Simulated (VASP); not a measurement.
# GaSb3 in VASP: a series of runs

The runs below take GaSb3 through single point, with r2SCAN.

All numbers are computed with VASP 6.6.1; they aren't measurements. Logs are shortened: lines on timing, memory, paths and dates and some standing lists are left out, and cuts for length are marked.

## Step 1: The cell of the first run

Symmetry: Fm-3m, No. 225, cubic system. The conventional cell has a = 7.461 Å, b = 7.461 Å, c = 7.461 Å, α = 90.00°, β = 90.00°, γ = 90.00°. Ga (site symmetry m-3m) has 14 Sb at 3.23 to 3.73 Å within 4.3 Å. Within 4.3 Å of Sb (site symmetry -43m) lie 4 Ga at 3.23 Å and 10 Sb at 3.23 to 3.73 Å. Within 4.3 Å of Sb (site symmetry m-3m) lie 8 Sb at 3.23 Å and 6 Ga at 3.73 Å.

## Step 2: Single point, r2SCAN

Input file POSCAR:

```
GaSb3
1.0
    0.0000000000      3.7305950000      3.7305950000
    3.7305950000      0.0000000000      3.7305950000
    3.7305950000      3.7305950000      0.0000000000
Ga Sb
1 3
Direct
    0.0000000000      0.0000000000      0.0000000000
    0.2500000000      0.2500000000      0.2500000000
    0.7500000000      0.7500000000      0.7500000000
    0.5000000000      0.5000000000      0.5000000000
```

Input file INCAR.step1:

```
SYSTEM = GaSb3
PREC = Accurate
ENCUT = 520
ISMEAR = -1
SIGMA = 0.1
LREAL = .False.
LASPH = .True.
NELM = 100
NBANDS = 22
GGA = PE
ALGO = Normal
EDIFF = 1E-4
LWAVE = .True.
LCHARG = .False.
```

Input file INCAR.step2:

```
SYSTEM = GaSb3
PREC = Accurate
ENCUT = 520
EDIFF = 1E-6
ISMEAR = -1
SIGMA = 0.1
LREAL = .False.
LASPH = .True.
NELM = 100
ALGO = Normal
ISIF = 2
LWAVE = .False.
LCHARG = .True.
METAGGA = R2SCAN
LMIXTAU = .True.
LELF = .True.
LVHAR = .True.
NBANDS = 22
ISTART = 1
```

Input file KPOINTS:

```
regular mesh
0
Gamma
  4 4 4
  0 0 0
```

Potentials or basis: VASP PAW PBE potentials, release 64 (Ga_d, Sb).

Command:

```bash
cat potpaw_PBE.64/Ga_d/POTCAR potpaw_PBE.64/Sb/POTCAR > POTCAR
cp INCAR.step1 INCAR
mpirun -np 1 vasp_std > vasp.out
cp INCAR.step2 INCAR
mpirun -np 1 vasp_std > vasp.out
```

OUTCAR:

```text
SYSTEM = GaSb3
   PREC = Accurate
   ENCUT = 520
   EDIFF = 1E-6
   ISMEAR = -1
   LREAL = .False.
   LASPH = .True.
   NELM = 100
   ISIF = 2
   METAGGA = R2SCAN
   ISTART = 1

 ion  position               nearest neighbor table
   1  0.000  0.000  0.000-   3 3.23   3 3.23   3 3.23   2 3.23   3 3.23   2 3.23   2 3.23   2 3.23

   2  0.250  0.250  0.250-   1 3.23   1 3.23   1 3.23   1 3.23   4 3.23   4 3.23   4 3.23   4 3.23
                             3 3.73   3 3.73   3 3.73   3 3.73   3 3.73   3 3.73
   3  0.750  0.750  0.750-   4 3.23   4 3.23   4 3.23   1 3.23   4 3.23   1 3.23   1 3.23   1 3.23
                             2 3.73   2 3.73   2 3.73   2 3.73   2 3.73   2 3.73
   4  0.500  0.500  0.500-   2 3.23   2 3.23   2 3.23   2 3.23   3 3.23   3 3.23   3 3.23   3 3.23

  LATTYP: Found a face centered cubic cell.
 ALAT       =     7.4611900000

  Lattice vectors:

 A1 = (   0.0000000000,   3.7305950000,   3.7305950000)
 A2 = (   3.7305950000,   0.0000000000,   3.7305950000)
 A3 = (   3.7305950000,   3.7305950000,   0.0000000000)

Analysis of symmetry for initial positions (statically):
=====================================================================
 Subroutine PRICEL returns:
 Original cell was already a primitive cell.

 Routine SETGRP: Setting up the symmetry group for a
 face centered cubic supercell.

 Subroutine GETGRP returns: Found 48 space group operations
 (whereof 48 operations were pure point group operations)
 out of a pool of 48 trial point group operations.

The static configuration has the point symmetry O_h .

Analysis of symmetry for dynamics (positions and initial velocities):
=====================================================================
 Subroutine PRICEL returns:
 Original cell was already a primitive cell.

 Routine SETGRP: Setting up the symmetry group for a
 face centered cubic supercell.

 Subroutine GETGRP returns: Found 48 space group operations
 (whereof 48 operations were pure point group operations)
 out of a pool of 48 trial point group operations.

The dynamic configuration has the point symmetry O_h .

 Subroutine INISYM returns: Found 48 space group operations
 (whereof 48 operations are pure point group operations),
 and found     1 'primitive' translations

----------------------------------------------------------------------------------------

                                     Primitive cell

  volume of cell :     103.8399

  direct lattice vectors                    reciprocal lattice vectors
     0.000000000  3.730595000  3.730595000    -0.134026878  0.134026878  0.134026878
     3.730595000  0.000000000  3.730595000     0.134026878 -0.134026878  0.134026878
     3.730595000  3.730595000  0.000000000     0.134026878  0.134026878 -0.134026878

  length of vectors
     5.275858045  5.275858045  5.275858045     0.232141362  0.232141362  0.232141362

  position of ions in fractional coordinates (direct lattice)
     0.000000000  0.000000000  0.000000000
     0.250000000  0.250000000  0.250000000
     0.750000000  0.750000000  0.750000000
     0.500000000  0.500000000  0.500000000

  ion indices of the primitive-cell ions
   primitive index   ion index
                 1           1
                 2           2
                 3           3
                 4           4

----------------------------------------------------------------------------------------

 KPOINTS: regular mesh

Automatic generation of k-mesh.
 Grid dimensions read from file:
 generate k-points for:    4    4    4

 Generating k-lattice:

  Cartesian coordinates                     Fractional coordinates (reciprocal lattice)
    -0.033506719  0.033506719  0.033506719     0.250000000  0.000000000  0.000000000
     0.033506719 -0.033506719  0.033506719     0.000000000  0.250000000  0.000000000
     0.033506719  0.033506719 -0.033506719     0.000000000  0.000000000  0.250000000

  Length of vectors
     0.058035340  0.058035340  0.058035340

  Shift w.r.t. Gamma in fractional coordinates (k-lattice)
     0.000000000  0.000000000  0.000000000

 Subroutine IBZKPT returns following result:
 ===========================================

 Found      8 irreducible k-points:

 Following reciprocal coordinates:
            Coordinates               Weight
  0.000000  0.000000  0.000000      1.000000
  0.250000  0.000000  0.000000      8.000000
  0.500000  0.000000  0.000000      4.000000
  0.250000  0.250000  0.000000      6.000000
  0.500000  0.250000  0.000000     24.000000
 -0.250000  0.250000  0.000000     12.000000
  0.500000  0.500000  0.000000      3.000000
 -0.250000  0.500000  0.250000      6.000000
   k-points           NKPTS =      8   k-points in BZ     NKDIM =      8   number of bands    NBANDS=     22
   number of dos      NEDOS =    301   number of ions     NIONS =      4
   total plane-waves  NPLWV =  64000
   dimension x,y,z NGX =    40 NGY =   40 NGZ =   40
   dimension x,y,z NGXF=    80 NGYF=   80 NGZF=   80
   ions per type =               1   3
   NGX,Y,Z   is equivalent  to a cutoff of  12.60, 12.60, 12.60 a.u.
   NGXF,Y,Z  is equivalent  to a cutoff of  25.21, 25.21, 25.21 a.u.
 SYSTEM =  GaSb3
   PREC   = accura    normal or accurate (medium, high low for compatibility)
   ISTART =      1    job   : 0-new  1-cont  2-samecut
   ICHARG =      0    charge: 1-file 2-atom 10-const
   ISPIN  =      1    spin polarized calculation?
   LNONCOLLINEAR =      F non collinear calculations
   LSORBIT =      F    spin-orbit coupling
   LASPH  =      T    aspherical Exc in radial PAW
   ENCUT  =  520.0 eV  38.22 Ry    6.18 a.u.   9.81  9.81  9.81*2*pi/ulx,y,z
   NELM   =    100;   NELMIN=  2; NELMDL=  0     # of ELM steps
   EDIFF  = 0.1E-05   stopping-criterion for ELM
   LREAL  =      F    real-space projection
   EDIFFG = 0.1E-04   stopping-criterion for IOM
   NSW    =      0    number of steps for IOM
   IBRION =     -1    ionic relax: 0-MD 1-quasi-New 2-CG
   NFREE  =      0    steps in history (QN), initial steepest desc. (CG)
   ISIF   =      2    stress and relaxation
   ISYM   =      2    0-nonsym 1-usesym 2-fastsym
   POTIM  = 0.5000    time-step for ionic-motion
   TEBEG  =    0.0;   TEEND  =   0.0 temperature during run
   PSTRESS=    0.0 pullay stress
   NELECT =      28.0000    total number of electrons
   NUPDOWN=      -1.0000    fix difference up-down
   EMIN   =  10.00;   EMAX   =-10.00  energy-range for DOS
   EFERMI =   0.00;   METHOD = LEGACY
   ISMEAR =    -1;   SIGMA  =   0.10  broadening in eV -4-tet -1-fermi 0-gaus
   EFERMI_NEDOS =   21; number of points for ismear=-14 and -15
   IALGO  =     38    algorithm
   IMIX   =      4    mixing-type and parameters
     AMIX     =   0.40;   BMIX     =  1.00
     AMIX_MAG =   1.60;   BMIX_MAG =  1.00
  volume/ion in A,a.u.               =      25.96       175.19
  Fermi-wavevector in a.u.,A,eV,Ry     =   1.057644  1.998657 15.219617  1.118610
  Thomas-Fermi vector in A             =   2.192924
   LORBIT       =      0    0 simple, 1 ext, 2 COOP (PROOUT), +10 PAW based schemes
   METAGGA = R2SCAN    functional components
   LHFCALC =     F    Hartree Fock is set to
   AEXX    =    0.0000 exact exchange contribution
   IVDW    =     0    specifies the selected vdW correction
   LEPSILON=     F    determine dielectric tensor
   LRPA    =     F    only Hartree local field effects (RPA)
 non-spin polarized calculation
  energy-cutoff  :      520.00
  volume of cell :      103.84
 maximum number of plane-waves:      2826
   NGX = 19   NGY = 19   NGZ = 19

 number of electron      28.0000014 magnetization

 Free energy of the ion-electron system (eV)
  ---------------------------------------------------
  ext. energy  EPLUGINS =         0.00000000
  ---------------------------------------------------
  free energy    TOTEN  =       -87.03509614 eV

  energy without entropy =      -86.89509007  energy(sigma->0) =      -86.96509311

 E-fermi :   7.4005     XC(G=0): -10.8349

 val. band max:        7.3930535315   @ k =   0.5000   0.0000   0.0000
 cond. band min:       7.4157531608   @ k =  -0.2500   0.2500   0.0000
 fundamental gap:      0.0226996292
 Fermi energy:         7.4004717834

 k-point     1 :       0.0000    0.0000    0.0000
  band No.  band energies     occupation
      1      -8.0207      2.00000
      2      -8.0207      2.00000
      3      -8.0206      2.00000
      4      -8.0060      2.00000
      5      -8.0060      2.00000
      6      -5.6618      2.00000
[... 14 lines left out ...]
     21      14.4725      0.00000
     22      14.4725      0.00000

 k-point     2 :       0.2500    0.0000    0.0000
  band No.  band energies     occupation
      1      -8.0235      2.00000
      2      -8.0195      2.00000
      3      -8.0194      2.00000
      4      -8.0063      2.00000
      5      -8.0063      2.00000
      6      -5.1584      2.00000
[... 14 lines left out ...]
     21      12.9523      0.00000
     22      13.2817      0.00000

 k-point     3 :       0.5000    0.0000    0.0000
  band No.  band energies     occupation
      1      -8.0267      2.00000
      2      -8.0185      2.00000
      3      -8.0184      2.00000
      4      -8.0065      2.00000
      5      -8.0065      2.00000
      6      -4.0385      2.00000
[... 14 lines left out ...]
     21      13.0089      0.00000
     22      16.5850      0.00000

 k-point     4 :       0.2500    0.2500    0.0000
  band No.  band energies     occupation
      1      -8.0252      2.00000
      2      -8.0184      2.00000
      3      -8.0183      2.00000
      4      -8.0080      2.00000
      5      -8.0055      2.00000
      6      -4.9884      2.00000
[... 14 lines left out ...]
     21      12.3273      0.00000
     22      12.3273      0.00000

 k-point     5 :       0.5000    0.2500    0.0000
  band No.  band energies     occupation
      1      -8.0262      2.00000
      2      -8.0193      2.00000
      3      -8.0171      2.00000
      4      -8.0088      2.00000
      5      -8.0059      2.00000
      6      -3.8953      2.00000
[... 14 lines left out ...]
     21      12.7446      0.00000
     22      14.2619      0.00000

 k-point     6 :      -0.2500    0.2500    0.0000
  band No.  band energies     occupation
      1      -8.0235      2.00000
      2      -8.0212      2.00000
      3      -8.0181      2.00000
      4      -8.0071      2.00000
      5      -8.0068      2.00000
      6      -4.3487      2.00000
[... 14 lines left out ...]
     21      13.4222      0.00000
     22      14.6970      0.00000

 k-point     7 :       0.5000    0.5000    0.0000
  band No.  band energies     occupation
      1      -8.0300      2.00000
      2      -8.0159      2.00000
      3      -8.0159      2.00000
      4      -8.0109      2.00000
      5      -8.0051      2.00000
      6      -3.2063      2.00000
[... 14 lines left out ...]
     21      12.6890      0.00000
     22      13.5269      0.00000

 k-point     8 :      -0.2500    0.5000    0.2500
  band No.  band energies     occupation
      1      -8.0233      2.00000
      2      -8.0233      2.00000
      3      -8.0159      2.00000
      4      -8.0094      2.00000
      5      -8.0061      2.00000
      6      -2.8441      2.00000
[... 14 lines left out ...]
     21      11.7688      0.00000
     22      16.0683      0.00000

------------------------ aborting loop because EDIFF is reached ----------------------------------------

  FORCE on cell =-STRESS in cart. coord.  units (eV):
  Direction    XX          YY          ZZ          XY          YZ          ZX
  --------------------------------------------------------------------------------------
  -------------------------------------------------------------------------------------
  Total       -1.9266676     -1.9266676     -1.9266676     -0.0000000      0.0000000      0.0000000
  in kB      -29.7271356    -29.7271356    -29.7271356     -0.0000000      0.0000000      0.0000000
  external PRESSURE =     -29.7271356 kB  Pullay stress =       0.0000000 kB

 VOLUME and BASIS-vectors are now :
 -----------------------------------------------------------------------------
  energy-cutoff  :      520.00
  volume of cell :      103.84
      direct lattice vectors                 reciprocal lattice vectors
     0.000000000  3.730595000  3.730595000    -0.134026878  0.134026878  0.134026878
     3.730595000  0.000000000  3.730595000     0.134026878 -0.134026878  0.134026878
     3.730595000  3.730595000  0.000000000     0.134026878  0.134026878 -0.134026878

 POSITION                                       TOTAL-FORCE (eV/Angst)
 -----------------------------------------------------------------------------------
      0.00000      0.00000      0.00000        -0.000000      0.000000     -0.000000
      1.86530      1.86530      1.86530         0.000000      0.000000     -0.000000
      5.59589      5.59589      5.59589        -0.000000     -0.000000      0.000000
      3.73060      3.73060      3.73060        -0.000000     -0.000000     -0.000000
 -----------------------------------------------------------------------------------
    total drift:                               -0.000000      0.000000      0.000000

  FREE ENERGIE OF THE ION-ELECTRON SYSTEM (eV)
  ---------------------------------------------------
  free  energy   TOTEN  =       -87.0350961386 eV

  energy  without entropy=      -86.8950900740  energy(sigma->0) =      -86.96509311
```

Run time: 59 s. Hardware: 1 thread of Intel Xeon 6975P-C, shared host; peak memory 0.26 GiB.

What came out:

| Property | Result |
| --- | --- |
| Free energy | -87.0351 eV |
| Pressure | -3.0 GPa |
| Band gap on the k mesh | zero (band 14 reaches 8.79 eV, above the bottom of band 15 at 4.84 eV) |

Caveat: the k points lie up to 0.36 Å⁻¹ apart; the PAW data sets were made with another functional, which shifts forces and pressure a little; spin-orbit coupling is left out, which moves the levels of the heavy elements.

## Step 3: Single point, r2SCAN

POSCAR, as its differences from that of step 2:

```diff
@@ -8,3 +8,3 @@
 Direct
-    0.0000000000      0.0000000000      0.0000000000
+    0.0000000000      0.0050000000      0.0000000000
     0.2500000000      0.2500000000      0.2500000000
```

Input file INCAR.step1:

```
ALGO     = Normal         # electronic algorithm
EDIFF    = 1E-4           # SCF threshold, eV
ENCUT    = 520            # plane-wave cutoff, eV
GGA      = PE             # functional
ISMEAR   = -1             # smearing method
LASPH    = T              # aspherical terms in the spheres
LCHARG   = F              # write CHGCAR
LREAL    = F              # projectors in reciprocal space
LWAVE    = T              # write WAVECAR
NBANDS   = 22             # bands
NELM     = 80             # most SCF steps
PREC     = Accurate       # precision mode
SIGMA    = 0.1            # smearing width, eV
```

Input file INCAR.step2:

```
ALGO     = Normal         # electronic algorithm
EDIFF    = 1E-6           # SCF threshold, eV
ENCUT    = 520            # plane-wave cutoff, eV
ISIF     = 2              # what is computed and relaxed
ISMEAR   = -1             # smearing method
ISTART   = 1            
LASPH    = T              # aspherical terms in the spheres
LCHARG   = F              # write CHGCAR
LMIXTAU  = T            
LREAL    = F              # projectors in reciprocal space
LWAVE    = F              # write WAVECAR
METAGGA  = R2SCAN         # meta-GGA
NBANDS   = 22             # bands
NELM     = 80             # most SCF steps
PREC     = Accurate       # precision mode
SIGMA    = 0.1            # smearing width, eV
```

Input file KPOINTS:

```
k-points
0
Gamma
  4 4 4
```

Potentials or basis: VASP PAW PBE potentials, release 64 (Ga_d, Sb).

Command:

```bash
cat potpaw_PBE.64/Ga_d/POTCAR potpaw_PBE.64/Sb/POTCAR > POTCAR
cp INCAR.step1 INCAR
mpirun -np 1 vasp_std > vasp.out
cp INCAR.step2 INCAR
mpirun -np 1 vasp_std > vasp.out
```

OUTCAR:

```text
EDIFF = 1E-6
   ENCUT = 520
   ISIF = 2
   ISMEAR = -1
   ISTART = 1
   LASPH = T
   LREAL = F
   METAGGA = R2SCAN
   NELM = 80
   PREC = Accurate

 ion  position               nearest neighbor table
   1  0.000  0.005  0.000-   3 3.21   2 3.21   3 3.23   3 3.23   2 3.23   2 3.23   2 3.25   3 3.25

   2  0.250  0.250  0.250-   1 3.21   4 3.23   4 3.23   4 3.23   4 3.23   1 3.23   1 3.23   1 3.25
                             3 3.73   3 3.73   3 3.73   3 3.73   3 3.73   3 3.73
[... 642 lines left out ...]
  FORCE on cell =-STRESS in cart. coord.  units (eV):
  Direction    XX          YY          ZZ          XY          YZ          ZX
  --------------------------------------------------------------------------------------
  -------------------------------------------------------------------------------------
  Total       -1.9339366     -1.9286197     -1.9339366     -0.0000000      0.0000000     -0.0032830
  in kB      -29.8392918    -29.7572561    -29.8392918     -0.0000000      0.0000000     -0.0506549
  external PRESSURE =     -29.8119466 kB  Pullay stress =       0.0000000 kB

 VOLUME and BASIS-vectors are now :
 -----------------------------------------------------------------------------
  energy-cutoff  :      520.00
  volume of cell :      103.84
      direct lattice vectors                 reciprocal lattice vectors
     0.000000000  3.730595000  3.730595000    -0.134026878  0.134026878  0.134026878
     3.730595000  0.000000000  3.730595000     0.134026878 -0.134026878  0.134026878
     3.730595000  3.730595000  0.000000000     0.134026878  0.134026878 -0.134026878

 POSITION                                       TOTAL-FORCE (eV/Angst)
 -----------------------------------------------------------------------------------
      0.01865      0.00000      0.01865        -0.010617     -0.000000     -0.010617
      1.86530      1.86530      1.86530         0.001500      0.000651      0.001500
      5.59589      5.59589      5.59589         0.001500     -0.000651      0.001500
      3.73060      3.73060      3.73060         0.007617     -0.000000      0.007617
 -----------------------------------------------------------------------------------
    total drift:                               -0.002733     -0.000001     -0.002733

  FREE ENERGIE OF THE ION-ELECTRON SYSTEM (eV)
  ---------------------------------------------------
  free  energy   TOTEN  =       -87.0348696750 eV

  energy  without entropy=      -86.8948703974  energy(sigma->0) =      -86.96487004
```

Run time: 2 min. Hardware: 1 thread of Intel Xeon 6975P-C, shared host; peak memory 0.27 GiB.

What came out:

```yaml
Free_energy: -87.0349 eV
Pressure: -3.0 GPa
Largest_force: 0.015 eV/Å
Band_gap_on_the_k_mesh: zero (band 14 reaches 8.79 eV, above the bottom of band 15 at 4.84 eV)
```

Forces in eV/Å, atoms in the order of the input:
```
Ga  -0.011  0.000 -0.011
Sb   0.002  0.001  0.002
Sb   0.002 -0.001  0.002
Sb   0.008  0.000  0.008
```

Caveat: the k points lie up to 0.36 Å⁻¹ apart; the PAW data sets were made with another functional, which shifts forces and pressure a little; spin-orbit coupling is left out, which moves the levels of the heavy elements.
